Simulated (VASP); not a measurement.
# Ge (Cmmm) in VASP: single point with r2SCAN

Aim: the single point of Ge with r2SCAN.

Everything below comes from runs of VASP 6.6.1. Logs are shortened: lines on timing, memory, paths and dates and some standing lists are left out, and cuts for length are marked.

### Step 1. The cell of the first run

It takes space group Cmmm (No. 65, orthorhombic). Conventional cell: a = 2.541 Å, b = 4.674 Å, c = 3.152 Å, α = 90.00°, β = 90.00°, γ = 90.00°. Within 3.4 Å of Ge (site symmetry mmm) lie 8 Ge at 2.54 to 3.15 Å.

### Step 2. Single point, r2SCAN

Contents of POSCAR:

```
Ge
1.0
    1.2706431938     -2.3369116159      0.0000000000
    1.2706431938      2.3369116159      0.0000000000
    0.0000000000      0.0000000000      3.1520101873
Ge
1
Direct
    0.5000000000      0.5000000000      0.0000000000
```

Contents of INCAR.step1:

```
  ALGO = Normal
  EDIFF = 1E-4
  ENCUT = 520
  GGA = PE
  ISMEAR = 0
  LASPH = T
  LCHARG = F
  LREAL = F
  LWAVE = T
  NBANDS = 13
  NELM = 80
  PREC = Accurate
  SIGMA = 0.15
```

Contents of INCAR.step2:

```
  ALGO = Normal
  EDIFF = 1E-7
  ENCUT = 520
  ISIF = 2
  ISMEAR = 0
  ISTART = 1
  LASPH = T
  LCHARG = F
  LMIXTAU = T
  LREAL = F
  LWAVE = F
  METAGGA = R2SCAN
  NBANDS = 13
  NELM = 80
  PREC = Accurate
  SIGMA = 0.15
```

Contents of KPOINTS:

```
k-points
0
Gamma
  28 28 24
```

Potentials or basis: VASP PAW PBE potentials, release 64 (Ge_d).

The run is started by

```console
$ cat potpaw_PBE.64/Ge_d/POTCAR > POTCAR
$ cp INCAR.step1 INCAR
$ mpirun -np 1 vasp_std > vasp.out
$ cp INCAR.step2 INCAR
$ mpirun -np 1 vasp_std > vasp.out
```

OUTCAR:

```text
EDIFF = 1E-7
   ENCUT = 520
   ISIF = 2
   ISMEAR = 0
   ISTART = 1
   LASPH = T
   LREAL = F
   METAGGA = R2SCAN
   NELM = 80
   PREC = Accurate

 ion  position               nearest neighbor table
   1  0.500  0.500  0.000-

  LATTYP: Found a base centered orthorhombic cell.
 ALAT       =     2.5412863876
 B/A-ratio  =     1.8391564424
 C/A-ratio  =     1.2403207300

  Lattice vectors:

 A1 = (   1.2706431938,  -2.3369116159,   0.0000000000)
 A2 = (   1.2706431938,   2.3369116159,   0.0000000000)
 A3 = (   0.0000000000,   0.0000000000,   3.1520101873)

Analysis of symmetry for initial positions (statically):
=====================================================================
 Subroutine PRICEL returns:
 Original cell was already a primitive cell.

 Routine SETGRP: Setting up the symmetry group for a
 base centered orthorhombic supercell.

 Subroutine GETGRP returns: Found  8 space group operations
 (whereof  8 operations were pure point group operations)
 out of a pool of  8 trial point group operations.

The static configuration has the point symmetry D_2h.

Analysis of symmetry for dynamics (positions and initial velocities):
=====================================================================
 Subroutine PRICEL returns:
 Original cell was already a primitive cell.

 Routine SETGRP: Setting up the symmetry group for a
 base centered orthorhombic supercell.

 Subroutine GETGRP returns: Found  8 space group operations
 (whereof  8 operations were pure point group operations)
 out of a pool of  8 trial point group operations.

The dynamic configuration has the point symmetry D_2h.

 Subroutine INISYM returns: Found  8 space group operations
 (whereof  8 operations are pure point group operations),
 and found     1 'primitive' translations

----------------------------------------------------------------------------------------

                                     Primitive cell

  volume of cell :      18.7190

  direct lattice vectors                    reciprocal lattice vectors
     1.270643194 -2.336911616  0.000000000     0.393501498 -0.213957600  0.000000000
     1.270643194  2.336911616  0.000000000     0.393501498  0.213957600  0.000000000
     0.000000000  0.000000000  3.152010187     0.000000000  0.000000000  0.317257858

  length of vectors
     2.660016922  2.660016922  3.152010187     0.447907673  0.447907673  0.317257858

  position of ions in fractional coordinates (direct lattice)
     0.500000000  0.500000000  0.000000000

  ion indices of the primitive-cell ions
   primitive index   ion index
                 1           1

----------------------------------------------------------------------------------------

 KPOINTS: k-points

Automatic generation of k-mesh.
 Grid dimensions read from file:
 generate k-points for:   28   28   24

 Generating k-lattice:

  Cartesian coordinates                     Fractional coordinates (reciprocal lattice)
     0.014053625 -0.007641343  0.000000000     0.035714286 -0.000000000  0.000000000
     0.014053625  0.007641343  0.000000000    -0.000000000  0.035714286  0.000000000
     0.000000000  0.000000000  0.013219077     0.000000000  0.000000000  0.041666667

  Length of vectors
     0.015996703  0.015996703  0.013219077

  Shift w.r.t. Gamma in fractional coordinates (k-lattice)
     0.000000000  0.000000000  0.000000000

 Subroutine IBZKPT returns following result:
 ===========================================

 Found   2743 irreducible k-points:

 Following reciprocal coordinates:
            Coordinates               Weight
  0.000000  0.000000  0.000000      1.000000
  0.035714  0.000000  0.000000      4.000000
  0.071429  0.000000  0.000000      4.000000
  0.107143  0.000000  0.000000      4.000000
  0.142857  0.000000  0.000000      4.000000
  0.178571  0.000000  0.000000      4.000000
[... 16 lines left out ...]
  0.285714  0.035714  0.000000      4.000000
  0.321429  0.035714  0.000000      4.000000
 [... further k-points ...]
   k-points           NKPTS =   2743   k-points in BZ     NKDIM =   2743   number of bands    NBANDS=     13
   number of dos      NEDOS =    301   number of ions     NIONS =      1
   total plane-waves  NPLWV =   9600
   dimension x,y,z NGX =    20 NGY =   20 NGZ =   24
   dimension x,y,z NGXF=    40 NGYF=   40 NGZF=   48
   ions per type =               1
   NGX,Y,Z   is equivalent  to a cutoff of  12.50, 12.50, 12.66 a.u.
   NGXF,Y,Z  is equivalent  to a cutoff of  25.00, 25.00, 25.32 a.u.
 SYSTEM =  unknown system
   PREC   = accura    normal or accurate (medium, high low for compatibility)
   ISTART =      1    job   : 0-new  1-cont  2-samecut
   ICHARG =      0    charge: 1-file 2-atom 10-const
   ISPIN  =      1    spin polarized calculation?
   LNONCOLLINEAR =      F non collinear calculations
   LSORBIT =      F    spin-orbit coupling
   LASPH  =      T    aspherical Exc in radial PAW
   ENCUT  =  520.0 eV  38.22 Ry    6.18 a.u.   4.95  4.95  5.86*2*pi/ulx,y,z
   NELM   =     80;   NELMIN=  2; NELMDL=  0     # of ELM steps
   EDIFF  = 0.1E-06   stopping-criterion for ELM
   LREAL  =      F    real-space projection
   EDIFFG = 0.1E-05   stopping-criterion for IOM
   NSW    =      0    number of steps for IOM
   IBRION =     -1    ionic relax: 0-MD 1-quasi-New 2-CG
   NFREE  =      0    steps in history (QN), initial steepest desc. (CG)
   ISIF   =      2    stress and relaxation
   ISYM   =      2    0-nonsym 1-usesym 2-fastsym
   POTIM  = 0.5000    time-step for ionic-motion
   TEBEG  =    0.0;   TEEND  =   0.0 temperature during run
   PSTRESS=    0.0 pullay stress
   NELECT =      14.0000    total number of electrons
   NUPDOWN=      -1.0000    fix difference up-down
   EMIN   =  10.00;   EMAX   =-10.00  energy-range for DOS
   EFERMI =   0.00;   METHOD = LEGACY
   ISMEAR =     0;   SIGMA  =   0.15  broadening in eV -4-tet -1-fermi 0-gaus
   EFERMI_NEDOS =   21; number of points for ismear=-14 and -15
   IALGO  =     38    algorithm
   IMIX   =      4    mixing-type and parameters
     AMIX     =   0.40;   BMIX     =  1.00
     AMIX_MAG =   1.60;   BMIX_MAG =  1.00
  volume/ion in A,a.u.               =      18.72       126.32
  Fermi-wavevector in a.u.,A,eV,Ry     =   1.486014  2.808160 30.044911  2.208239
  Thomas-Fermi vector in A             =   2.599354
   LORBIT       =      0    0 simple, 1 ext, 2 COOP (PROOUT), +10 PAW based schemes
   METAGGA = R2SCAN    functional components
   LHFCALC =     F    Hartree Fock is set to
   AEXX    =    0.0000 exact exchange contribution
   IVDW    =     0    specifies the selected vdW correction
   LEPSILON=     F    determine dielectric tensor
   LRPA    =     F    only Hartree local field effects (RPA)
 non-spin polarized calculation
 Gauss-broadening in eV      SIGMA  =   0.15
  energy-cutoff  :      520.00
  volume of cell :       18.72
 maximum number of plane-waves:       520
   NGX =  9   NGY =  9   NGZ = 11

 number of electron      13.9999998 magnetization

 Free energy of the ion-electron system (eV)
  ---------------------------------------------------
  ext. energy  EPLUGINS =         0.00000000
  ---------------------------------------------------
  free energy    TOTEN  =       -13.10819439 eV

  energy without entropy =      -13.10307539  energy(sigma->0) =      -13.10563489

 E-fermi :   6.6750     XC(G=0): -12.2572

 val. band max:        6.6744507453   @ k =   0.3571   0.3571   0.5000
 cond. band min:       6.6764277987   @ k =  -0.3929   0.2857   0.2917
 fundamental gap:      0.0019770535
 Fermi energy:         6.6750310753

 k-point     1 :       0.0000    0.0000    0.0000
  band No.  band energies     occupation
      1     -19.0545      2.00000
      2     -19.0131      2.00000
      3     -18.9315      2.00000
      4     -18.7872      2.00000
      5     -18.7633      2.00000
      6      -7.7961      2.00000
      7       7.8031      0.00000
      8      12.6010      0.00000
      9      18.8839      0.00000
     10      20.7585      0.00000
     11      23.6961      0.00000
     12      25.7758      0.00000
     13      26.1878      0.00000

 k-point     2 :       0.0357    0.0000    0.0000
  band No.  band energies     occupation
      1     -19.0505      2.00000
      2     -19.0114      2.00000
      3     -18.9319      2.00000
      4     -18.7878      2.00000
      5     -18.7651      2.00000
      6      -7.7558      2.00000
      7       7.8457      0.00000
      8      12.6294      0.00000
      9      18.6891      0.00000
     10      20.2790      0.00000
     11      23.8074      0.00000
     12      24.7343      0.00000
     13      27.5267      0.00000

 k-point     3 :       0.0714    0.0000    0.0000
  band No.  band energies     occupation
      1     -19.0385      2.00000
      2     -19.0071      2.00000
      3     -18.9328      2.00000
      4     -18.7900      2.00000
      5     -18.7705      2.00000
      6      -7.6349      2.00000
      7       7.9732      0.00000
      8      12.7110      0.00000
      9      18.1697      0.00000
     10      19.1162      0.00000
     11      23.1452      0.00000
     12      24.9933      0.00000
     13      28.5789      0.00000
[... 305 lines left out ...]
 k-point    23 :       0.2857    0.0357    0.0000
  band No.  band energies     occupation
      1     -19.0533      2.00000
      2     -18.8798      2.00000
      3     -18.8737      2.00000
      4     -18.8070      2.00000
      5     -18.7959      2.00000
      6      -4.7845      2.00000
      7       7.7204      0.00000
      8      10.8025      0.00000
      9      14.1520      0.00000
     10      15.5110      0.00000
     11      19.1890      0.00000
     12      24.3819      0.00000
     13      27.3019      0.00000

 k-point    24 :       0.3214    0.0357    0.0000
  band No.  band energies     occupation
      1     -19.0676      2.00000
      2     -18.8957      2.00000
      3     -18.8526      2.00000
      4     -18.8107      2.00000
      5     -18.7634      2.00000
      6      -4.0373      2.00000
      7       6.2155      1.99999
      8      11.4786      0.00000
      9      13.6929      0.00000
     10      16.0544      0.00000
     11      18.9728      0.00000
     12      22.9914      0.00000
     13      25.9724      0.00000

 [... further k-points ...]
[... 5 lines left out ...]
  --------------------------------------------------------------------------------------
  -------------------------------------------------------------------------------------
  Total        2.6260347      2.1293585     -1.3977205      0.0000000      0.0000000      0.0000000
  in kB      224.7644041    182.2534899   -119.6320110      0.0000000      0.0000000      0.0000000
  external PRESSURE =      95.7952944 kB  Pullay stress =       0.0000000 kB

 VOLUME and BASIS-vectors are now :
 -----------------------------------------------------------------------------
  energy-cutoff  :      520.00
  volume of cell :       18.72
      direct lattice vectors                 reciprocal lattice vectors
     1.270643194 -2.336911616  0.000000000     0.393501498 -0.213957600  0.000000000
     1.270643194  2.336911616  0.000000000     0.393501498  0.213957600  0.000000000
     0.000000000  0.000000000  3.152010187     0.000000000  0.000000000  0.317257858

 POSITION                                       TOTAL-FORCE (eV/Angst)
 -----------------------------------------------------------------------------------
      1.27064      0.00000      0.00000         0.000000      0.000000      0.000000
 -----------------------------------------------------------------------------------
    total drift:                               -0.000000      0.000000     -0.000000

  FREE ENERGIE OF THE ION-ELECTRON SYSTEM (eV)
  ---------------------------------------------------
  free  energy   TOTEN  =       -13.1081943865 eV

  energy  without entropy=      -13.1030753864  energy(sigma->0) =      -13.10563489
```

It took 19 min on 1 thread of AMD EPYC 9R45 (Zen 5), shared host; peak memory 0.63 GiB.

Results:

```
Free energy            : -13.1082 eV
Pressure               : 9.6 GPa
Band gap on the k mesh : zero (bands 7 and 8 overlap by 6.34 eV)
```

Stress tensor (GPa, compression positive):
```
 22.48   0.00   0.00
  0.00  18.23   0.00
  0.00   0.00 -11.96
```

Caveat: the stress differs along the axes, from -12 to 22 GPa; the PAW data sets were made with another functional, which shifts forces and pressure a little.
